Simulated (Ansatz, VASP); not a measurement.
**Two plane-wave programs on PbSe**

```xyz
2
Lattice="0.0000 3.0908 3.0908 3.0908 0.0000 3.0908 3.0908 3.0908 0.0000" Properties=species:S:1:pos:R:3 pbc="T T T"
Pb    0.0000    0.0000    0.0000
Se    3.0908    3.0908    3.0908
```

Alike in both runs: task single point; functional PBE; k mesh 6 × 6 × 6; occupations gaussian, width 0.1 eV; no spin polarisation.

|  | VASP | Ansatz |
| --- | --- | --- |
| version | VASP 6.6.1 | Ansatz 0.2.0 |
| potentials or method | VASP PAW PBE potentials, release 64 (Pb_d, Se), cutoff 500 eV | scalar-relativistic, plane waves, PAW |
| valence electrons in the cell | 20 | 30 |

Ansatz gave:

| Item | Value |
| --- | --- |
| gap on the k mesh at the Fermi level (eV) | 0.38 |
| least direct gap on the mesh (eV) | 0.38 |
| pressure (GPa) | 0.8 |

Problem. What did VASP give for the same quantities?

Solution. gap on the k mesh at the Fermi level (eV): 0.39; least direct gap on the mesh (eV): 0.39; pressure (GPa): 0.8.

With one functional, cell and mesh, what is left measures potentials, basis and numerics. VASP's potentials hold 20 valence electrons a cell and Ansatz's 30, so a difference there can come from the potentials and not from the codes.

Neither program's run includes spin-orbit coupling.
